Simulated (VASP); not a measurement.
Set up this calculation in VASP 6.6.1, as the native input.

```
Task                   : single point
Functional             : PBE
Potentials or basis    : VASP PAW PBE potentials, release 64 (Be, Te)
Cutoff                 : 520 eV
k mesh                 : 8 × 8 × 8
Occupations            : gaussian, width 0.1 eV
Spin                   : no spin polarisation
Dipole correction      : no
Further INCAR settings : ALGO = Normal; EDIFF = 1e-06; NBANDS = 16
```

The structure of BeTe lies in POSCAR:

```
BeTe
1.0
   -1.7375302600      1.7375302600      5.9430843000
    1.7375302600     -1.7375302600      5.9430843000
    1.7375302600      1.7375302600     -5.9430843000
Be Te
2 2
Direct
    0.0000000000      0.0000000000      0.0000000000
    0.7500000000      0.2500000000      0.5000000000
    0.5000000000      0.5000000000      0.0000000000
    0.2500000000      0.7500000000      0.5000000000
```

The cell was generated, and may not be a known phase.

One way to write it, as run:

INCAR

```
SYSTEM = BeTe
PREC = Accurate
ENCUT = 520
EDIFF = 1E-6
ISMEAR = 0
SIGMA = 0.1
LREAL = .FALSE.
LASPH = .TRUE.
NELM = 80
ALGO = Normal
ISIF = 2
LWAVE = .FALSE.
LCHARG = .FALSE.
GGA = PE
NBANDS = 16
```

KPOINTS

```
regular mesh
0
G
  8 8 8
  0 0 0
```

Potentials or basis: VASP PAW PBE potentials, release 64 (Be, Te).

Command:

```sh
$ cat potpaw_PBE.64/Be/POTCAR potpaw_PBE.64/Te/POTCAR > POTCAR
$ mpirun -np 1 vasp_std > vasp.out
```

Results of the run:

| Property | Result |
| --- | --- |
| Pressure | 12.7 GPa |
| Band gap on the k mesh | zero (bands 8 and 9 overlap by 2.60 eV) |

Caveat: the stress differs along the axes, from 8 to 15 GPa; spin-orbit coupling is left out, which moves the levels of the heavy elements.

It took 56 s on 1 thread of Intel(R) Xeon(R) 6975P-C (Granite Rapids) (shared host), peak memory 0.34 GiB.
